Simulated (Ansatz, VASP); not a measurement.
Se in VASP and in Ansatz

```xyz
1
Lattice="-1.6895 1.6895 1.6895 1.6895 -1.6895 1.6895 1.6895 1.6895 -1.6895" Properties=species:S:1:pos:R:3 pbc="T T T"
Se    0.0000    0.0000    0.0000
```

Alike in both runs: functional PBEsol; k mesh 20 × 20 × 20; occupations fermi-dirac, width 0.08 eV; no spin polarisation.

Ansatz relaxed the structure, and its values are those at the end. VASP's run is a single point on that final structure, the one shown.

```csv
,VASP,Ansatz
version,VASP 6.6.1,Ansatz 0.2.0
potentials or method,"VASP PAW PBE potentials, release 64 (Se)","PAW with Ansatz's default frozen-core files, scalar-relativistic"
plane-wave cutoff (eV),520,420
valence electrons in the cell,6,16
```

|  | VASP | Ansatz | Ansatz less VASP |
| --- | --- | --- | --- |
| pressure (GPa) | 0.1 | 0.0 | -0.09 |

VASP's potentials were made for PBE, not for PBEsol. With one functional, cell and mesh, what is left measures potentials, basis and numerics. VASP's potentials hold 6 valence electrons a cell and Ansatz's 16, so a difference there can come from the potentials and not from the codes.
